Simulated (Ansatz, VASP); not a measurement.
## One calculation of C19O, two programs

```
C O
1.0
     7.39800    0.00000    0.00000
    -3.69900    6.40686    0.00000
     0.00000    0.00000   12.00000
C O
19 1
Direct
  0.99901 0.99929 0.07388
  0.21880 0.10499 0.08313
  0.99903 0.33465 0.07388
  0.21881 0.44874 0.08314
  0.00071 0.66782 0.07420
  0.22032 0.77763 0.07417
  0.33070 0.00038 0.07940
  0.55814 0.11409 0.07940
  0.32051 0.32772 0.11043
  0.56834 0.45164 0.11041
  0.33071 0.66526 0.07941
  0.55814 0.77898 0.07941
  0.66852 0.00173 0.07418
  0.88814 0.11154 0.07421
  0.67005 0.33062 0.08312
  0.88983 0.44470 0.07387
  0.67003 0.67435 0.08312
  0.88982 0.78005 0.07387
  0.44444 0.38957 0.21429
  0.44451 0.38910 0.31414
```

Alike in both runs: functional PBE; dispersion D3(BJ); k mesh 2 × 2 × 1; occupations gaussian, width 0.02 eV; no spin polarisation.

Ansatz relaxed the structure, and its values are those at the end. VASP's run is a single point on that final structure, the one shown.

```csv
,VASP,Ansatz
version,VASP 6.6.1,Ansatz 0.2.0
potentials or method,"VASP PAW PBE potentials, release 64 (C_h, O_h), cutoff 910 eV","scalar-relativistic, plane waves, PAW"
valence electrons in the cell,82,82
```

```tsv
	VASP	Ansatz	Ansatz less VASP
gap on the k mesh at the Fermi level (eV)	0.23	0.23	0.000
rms of the force components (eV/Å)	0.007	0.004	-0.0035
```

Ansatz's warnings: xc potential rough in thin density.

The k mesh is coarse, so the values compare programs but aren't converged. Noted on VASP's run: the cutoff is short for stress, so the pressure is rough.
